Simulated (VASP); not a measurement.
# SbPb (I4/mmm) in VASP: notebook, part 2 of 2

VASP 6.6.1.

### 3 Single point, LDA (29.04 Å³/atom)

Contents of INCAR:

```
SYSTEM = SbPb
PREC = Accurate
ENCUT = 520
EDIFF = 1E-6
ISMEAR = 0
SIGMA = 0.15
LREAL = .False.
LASPH = .True.
NELM = 80
ALGO = Fast
ISIF = 2
LWAVE = .False.
LCHARG = .False.
NBANDS = 16
```

Contents of KPOINTS:

```
regular mesh
0
Gamma
  14 14 14
  0 0 0
```

Contents of POSCAR:

```
SbPb
1.0
    0.0000000000      2.9925467447      3.2424243979
    2.9925467447      0.0000000000      3.2424243979
    2.9925467447      2.9925467447      0.0000000000
Sb Pb
1 1
Direct
    0.5000000000      0.5000000000      0.5000000000
    0.0000000000      0.0000000000      0.0000000000
```

Potentials or basis: VASP PAW LDA potentials, release 64 (Sb, Pb_d).

Launch:

```bash
> cat potpaw_LDA.64/Sb/POTCAR potpaw_LDA.64/Pb_d/POTCAR > POTCAR
> mpirun -np 1 vasp_std > vasp.out
```

OUTCAR:

```text
SYSTEM = SbPb
   PREC = Accurate
   ENCUT = 520
   EDIFF = 1E-6
   ISMEAR = 0
   LREAL = .False.
   LASPH = .True.
   NELM = 80
   ISIF = 2

 ion  position               nearest neighbor table
   1  0.500  0.500  0.500-   2 2.99   2 2.99   2 2.99   2 2.99   2 3.24   2 3.24
   2  0.000  0.000  0.000-   1 2.99   1 2.99   1 2.99   1 2.99   1 3.24   1 3.24

  LATTYP: Found a body centered tetragonal cell.
 ALAT       =     4.2321001924
 C/A-ratio  =     1.5323003948

  Lattice vectors:

 A1 = (  -2.9925467447,   0.0000000000,   3.2424243979)
 A2 = (   2.9925467447,   0.0000000000,   3.2424243979)
 A3 = (   0.0000000000,   2.9925467447,  -3.2424243979)

Analysis of symmetry for initial positions (statically):
=====================================================================
 Subroutine PRICEL returns:
 Original cell was already a primitive cell.

 Routine SETGRP: Setting up the symmetry group for a
 body centered tetragonal supercell.

 Subroutine GETGRP returns: Found 16 space group operations
 (whereof 16 operations were pure point group operations)
 out of a pool of 16 trial point group operations.

The static configuration has the point symmetry D_4h.

Analysis of symmetry for dynamics (positions and initial velocities):
=====================================================================
 Subroutine PRICEL returns:
 Original cell was already a primitive cell.

 Routine SETGRP: Setting up the symmetry group for a
 body centered tetragonal supercell.

 Subroutine GETGRP returns: Found 16 space group operations
 (whereof 16 operations were pure point group operations)
 out of a pool of 16 trial point group operations.

The dynamic configuration has the point symmetry D_4h.

 Subroutine INISYM returns: Found 16 space group operations
 (whereof 16 operations are pure point group operations),
 and found     1 'primitive' translations

----------------------------------------------------------------------------------------

[... 114 lines left out ...]
  Fermi-wavevector in a.u.,A,eV,Ry     =   1.128060  2.131724 17.313671  1.272519
  Thomas-Fermi vector in A             =   2.264748
   LORBIT       =      0    0 simple, 1 ext, 2 COOP (PROOUT), +10 PAW based schemes
   GGA     = CA    functional components
   LHFCALC =     F    Hartree Fock is set to
   AEXX    =    0.0000 exact exchange contribution
   IVDW    =     0    specifies the selected vdW correction
   LEPSILON=     F    determine dielectric tensor
   LRPA    =     F    only Hartree local field effects (RPA)
 non-spin polarized calculation
 RMM-DIIS sequential band-by-band and
 Gauss-broadening in eV      SIGMA  =   0.15
  energy-cutoff  :      520.00
  volume of cell :       58.07
 maximum number of plane-waves:      1588
 NGX is ok and might be reduce to    36
   NGX = 17   NGY = 17   NGZ = 15

 number of electron      19.0000000 magnetization

 Free energy of the ion-electron system (eV)
  ---------------------------------------------------
  ext. energy  EPLUGINS =         0.00000000
  ---------------------------------------------------
  free energy    TOTEN  =        -8.85602407 eV

  energy without entropy =       -8.84402673  energy(sigma->0) =       -8.85002540

 E-fermi :   7.1630     XC(G=0): -10.2225

 val. band max:        7.1610073124   @ k =  -0.2857   0.0000   0.0714
 cond. band min:       7.1651331928   @ k =   0.5000   0.0714   0.1429
 fundamental gap:      0.0041258803
 Fermi energy:         7.1629584276

 k-point     1 :       0.0000    0.0000    0.0000
  band No.  band energies     occupation
      1      -9.6977      2.00000
      2      -9.6730      2.00000
      3      -9.6707      2.00000
      4      -9.6335      2.00000
      5      -9.6335      2.00000
      6      -5.1332      2.00000
[... 433 lines left out ...]
      3      -9.6699      2.00000
      4      -9.6211      2.00000
      5      -9.6174      2.00000
      6      -4.3714      2.00000
[... 8 lines left out ...]
     15      14.8824      0.00000
     16      15.2061      0.00000

 [... further k-points ...]

------------------------ aborting loop because EDIFF is reached ----------------------------------------

  FORCE on cell =-STRESS in cart. coord.  units (eV):
  Direction    XX          YY          ZZ          XY          YZ          ZX
  --------------------------------------------------------------------------------------
  -------------------------------------------------------------------------------------
  Total        1.8414290      1.8414290     -1.0536857      0.0000000      0.0000000      0.0000000
  in kB       50.8023514     50.8023514    -29.0696590      0.0000000      0.0000000      0.0000000
  external PRESSURE =      24.1783479 kB  Pullay stress =       0.0000000 kB

 VOLUME and BASIS-vectors are now :
 -----------------------------------------------------------------------------
  energy-cutoff  :      520.00
  volume of cell :       58.07
      direct lattice vectors                 reciprocal lattice vectors
     0.000000000  2.992546745  3.242424398    -0.167081768  0.167081768  0.154205600
     2.992546745  0.000000000  3.242424398     0.167081768 -0.167081768  0.154205600
     2.992546745  2.992546745  0.000000000     0.167081768  0.167081768 -0.154205600

 POSITION                                       TOTAL-FORCE (eV/Angst)
 -----------------------------------------------------------------------------------
      2.99255      2.99255      3.24242         0.000000      0.000000     -0.000000
      0.00000      0.00000      0.00000         0.000000      0.000000      0.000000
 -----------------------------------------------------------------------------------
    total drift:                               -0.000000      0.000000      0.000000

  FREE ENERGIE OF THE ION-ELECTRON SYSTEM (eV)
  ---------------------------------------------------
  free  energy   TOTEN  =        -8.8560240673 eV

  energy  without entropy=       -8.8440267272  energy(sigma->0) =       -8.85002540
```

Wall time 6.3 min (1 thread of Oxide Virtual Turin-like, shared host); peak memory 0.32 GiB.

Results:

- Free energy: -8.8560 eV
- Pressure: 2.4 GPa
- Band gap on the k mesh: zero (an odd number of electrons rules out a gap without spin polarisation)

Caveat: the stress differs along the axes, from -3 to 5 GPa; spin-orbit coupling is left out, which moves the levels of the heavy elements; an odd number of electrons without spin polarisation forces a metal; a magnetic or distorted state may lie lower.

### 4 Single point, LDA (29.04 Å³/atom)

INCAR, as its differences from that of step 3:

```diff
@@ -3,3 +3,3 @@
 ENCUT = 520
-EDIFF = 1E-6
+EDIFF = 1E-7
 ISMEAR = 0
@@ -13,2 +13,3 @@
 LCHARG = .False.
+GGA = CA
 NBANDS = 16
```

KPOINTS is that of step 3.

Contents of POSCAR:

```
SbPb
1.0
    0.0000000000      3.1288240107      2.9661251621
    3.1288240107      0.0000000000      2.9661251621
    3.1288240107      3.1288240107      0.0000000000
Sb Pb
1 1
Direct
    0.5000000000      0.5000000000      0.5000000000
    0.0000000000      0.0000000000      0.0000000000
```

Potentials or basis: VASP PAW LDA potentials, release 64 (Sb, Pb_d).

Launch:

```bash
> cat potpaw_LDA.64/Sb/POTCAR potpaw_LDA.64/Pb_d/POTCAR > POTCAR
> mpirun -np 1 vasp_std > vasp.out
```

OUTCAR:

```text
SYSTEM = SbPb
   PREC = Accurate
   ENCUT = 520
   EDIFF = 1E-7
   ISMEAR = 0
   LREAL = .False.
   LASPH = .True.
   NELM = 80
   ISIF = 2
   GGA = CA

 ion  position               nearest neighbor table
   1  0.500  0.500  0.500-   2 2.97   2 2.97   2 3.13   2 3.13   2 3.13   2 3.13
   2  0.000  0.000  0.000-   1 2.97   1 2.97   1 3.13   1 3.13   1 3.13   1 3.13

  LATTYP: Found a body centered tetragonal cell.
 ALAT       =     4.4248253502
 C/A-ratio  =     1.3406744571

  Lattice vectors:

 A1 = (   0.0000000000,  -3.1288240107,  -2.9661251621)
[... 644 lines left out ...]

  FORCE on cell =-STRESS in cart. coord.  units (eV):
  Direction    XX          YY          ZZ          XY          YZ          ZX
  --------------------------------------------------------------------------------------
  -------------------------------------------------------------------------------------
  Total       -0.1402827     -0.1402827      2.4535305      0.0000000      0.0000000     -0.0000000
  in kB       -3.8701972     -3.8701972     67.6893435      0.0000000      0.0000000     -0.0000000
  external PRESSURE =      19.9829831 kB  Pullay stress =       0.0000000 kB

 VOLUME and BASIS-vectors are now :
 -----------------------------------------------------------------------------
  energy-cutoff  :      520.00
  volume of cell :       58.07
      direct lattice vectors                 reciprocal lattice vectors
     0.000000000  3.128824011  2.966125162    -0.159804450  0.159804450  0.168570095
     3.128824011  0.000000000  2.966125162     0.159804450 -0.159804450  0.168570095
     3.128824011  3.128824011  0.000000000     0.159804450  0.159804450 -0.168570095

 POSITION                                       TOTAL-FORCE (eV/Angst)
 -----------------------------------------------------------------------------------
      3.12882      3.12882      2.96613        -0.000000      0.000000      0.000000
      0.00000      0.00000      0.00000         0.000000     -0.000000      0.000000
 -----------------------------------------------------------------------------------
    total drift:                                0.000000     -0.000000     -0.000000

  FREE ENERGIE OF THE ION-ELECTRON SYSTEM (eV)
  ---------------------------------------------------
  free  energy   TOTEN  =        -8.8952910481 eV

  energy  without entropy=       -8.8834710959  energy(sigma->0) =       -8.88938107
```

OSZICAR:

```text
N       E                     dE             d eps       ncg     rms          rms(c)
DAV:   1     0.143659890128E+03    0.14366E+03   -0.83988E+03  7824   0.114E+03
DAV:   2    -0.703309633305E+00   -0.14436E+03   -0.14080E+03  8864   0.309E+02
DAV:   3    -0.874334864775E+01   -0.80400E+01   -0.79813E+01 10072   0.782E+01
DAV:   4    -0.893070708169E+01   -0.18736E+00   -0.18732E+00  9480   0.143E+01
DAV:   5    -0.893947341368E+01   -0.87663E-02   -0.87661E-02 11128   0.269E+00    0.234E+00
RMM:   6    -0.890241786079E+01    0.37056E-01   -0.41003E-02  8896   0.226E+00    0.139E+00
RMM:   7    -0.889599615602E+01    0.64217E-02   -0.21121E-02  9055   0.114E+00    0.404E-01
RMM:   8    -0.889514849745E+01    0.84766E-03   -0.36234E-03  9645   0.913E-01    0.354E-02
RMM:   9    -0.889527506819E+01   -0.12657E-03   -0.16103E-03 12283   0.357E-01    0.304E-02
RMM:  10    -0.889528458679E+01   -0.95186E-05   -0.30515E-04 11474   0.215E-01    0.185E-02
RMM:  11    -0.889529103901E+01   -0.64522E-05   -0.81912E-05 11755   0.853E-02    0.941E-03
RMM:  12    -0.889529082826E+01    0.21075E-06   -0.87227E-06 11527   0.344E-02    0.256E-03
RMM:  13    -0.889529101032E+01   -0.18207E-06   -0.32955E-06 11805   0.163E-02    0.553E-04
RMM:  14    -0.889529104810E+01   -0.37779E-07   -0.42526E-07  6835   0.644E-03
   1 F= -.88952910E+01 E0= -.88893811E+01  d E =-.118200E-01
```

stdout:

```text
POSCAR found type information on POSCAR SbPb
 POSCAR found :  2 types and       2 ions
 scaLAPACK will be used
 LDA part: xc-table for (Slater(with rela. corr.)+CA(PZ))
 , standard interpolation
 POSCAR, INCAR and KPOINTS ok, starting setup
 FFT: planning ... GRIDC
 FFT: planning ... GRID_SOFT
 FFT: planning ... GRID
 WAVECAR not read
 entering main loop
WARNING in EDDRMM: call to ZHEGV failed, returncode =   8  4     16
```

Wall time 5.2 min (1 thread of Oxide Virtual Turin-like, shared host); peak memory 0.31 GiB.

Results:

```yaml
Free_energy: -8.8953 eV
Pressure: 2.0 GPa
Band_gap_on_the_k_mesh: zero (an odd number of electrons rules out a gap without spin polarisation)
```

Caveat: the stress differs along the axes, from -0 to 7 GPa; spin-orbit coupling is left out, which moves the levels of the heavy elements; an odd number of electrons without spin polarisation forces a metal; a magnetic or distorted state may lie lower.

### 5 Single point, LDA (29.83 Å³/atom)

This run uses another cell than the first one, of 29.83 Å³/atom.

Contents of INCAR:

```
SYSTEM = SbPb
PREC = Accurate ; ENCUT = 520
EDIFF = 1E-6 ; ISMEAR = 0
SIGMA = 0.15 ; LREAL = .False.
LASPH = .True. ; NELM = 100
ALGO = Fast ; ISIF = 2
LWAVE = .False. ; LCHARG = .True.
GGA = CA ; LELF = .True.
LVHAR = .True. ; NBANDS = 16
```

KPOINTS is that of step 4.

Contents of POSCAR:

```
SbPb
1.0
    0.0000000000      3.1853932995      2.9401180154
    3.1853932995      0.0000000000      2.9401180154
    3.1853932995      3.1853932995      0.0000000000
Sb Pb
1 1
Direct
    0.5000000000      0.5000000000      0.5000000000
    0.0000000000      0.0000000000      0.0000000000
```

Launch:

```bash
> cat potpaw_LDA.64/Sb/POTCAR potpaw_LDA.64/Pb_d/POTCAR > POTCAR
> mpirun -np 1 vasp_std > vasp.out
```

Wall time 6.2 min (1 thread of Oxide Virtual Turin-like, shared host); peak memory 0.32 GiB.

It converged, with:

```yaml
Free_energy: -8.8530 eV
Pressure: 0.9 GPa
Band_gap_on_the_k_mesh: zero (an odd number of electrons rules out a gap without spin polarisation)
```

Stress tensor (GPa, compression positive):
```
-2.45  0.00  0.00
 0.00 -2.45  0.00
 0.00  0.00  7.45
```

Levels at points of the mesh, in eV from the Fermi level:
| k point | band 7 | band 8 | band 9 | band 10 | band 11 | band 12 | band 13 | band 14 |
| --- | --- | --- | --- | --- | --- | --- | --- | --- |
| (0.00, 0.00, 0.00) | -3.73 | -1.42 | -0.35 | -0.35 | 3.92 | 3.92 | 5.76 | 5.76 |
| (0.50, 0.00, 0.00) | -9.13 | -0.08 | 0.07 | 0.87 | 0.95 | 1.32 | 1.84 | 9.17 |
| (0.50, 0.50, 0.00) | -7.42 | -5.02 | -2.93 | -2.93 | 2.82 | 6.69 | 6.69 | 9.45 |
| (0.50, 0.00, 0.50) | -6.26 | -4.90 | -3.15 | -2.13 | 3.15 | 5.75 | 8.26 | 8.53 |

Caveat: the stress differs along the axes, from -2 to 7 GPa; spin-orbit coupling is left out, which moves the levels of the heavy elements; an odd number of electrons without spin polarisation forces a metal; a magnetic or distorted state may lie lower.

### 6 Summary

| cell | further INCAR settings | gap on the mesh (eV) | pressure (GPa) |
| --- | --- | --- | --- |
| a = 4.296, b = 4.296, c = 4.464 Å, angles 58.7, 58.7, 62.6°, 2 atoms | ALGO = Fast; EDIFF = 1e-07; NBANDS = 16 | none | 2.5 |
| a = 4.412, b = 4.412, c = 4.232 Å, angles 61.3, 61.3, 57.3°, 2 atoms | ALGO = Fast; EDIFF = 1e-06; NBANDS = 16 | none | 2.4 |
| a = 4.311, b = 4.311, c = 4.425 Å, angles 59.1, 59.1, 61.7°, 2 atoms | ALGO = Fast; EDIFF = 1e-07; NBANDS = 16 | none | 2.0 |
| a = 4.335, b = 4.335, c = 4.505 Å, angles 58.7, 58.7, 62.6°, 2 atoms | ALGO = Fast; EDIFF = 1e-06; NBANDS = 16 | none | 0.9 |

Alike in all rows: task single point; level LDA; potentials or basis VASP PAW LDA potentials, release 64 (Sb, Pb_d); no spin polarisation; k mesh 14 × 14 × 14; cutoff (eV) 520; smearing gaussian 0.15 eV.

Caveats: spin-orbit coupling is left out, which moves the levels of the heavy elements; an odd number of electrons without spin polarisation forces a metal; a magnetic or distorted state may lie lower; the stress differs along the axes, from -1 to 10 GPa (at least some runs); the stress differs along the axes, from -3 to 5 GPa (at least some runs); the stress differs along the axes, from -0 to 7 GPa (at least some runs); the stress differs along the axes, from -2 to 7 GPa (at least some runs).

Total energies depend on the potentials used, so only differences within one code and one set of settings carry meaning.

The gap in the log of VASP goes by the Fermi energy; the results here count the filled bands.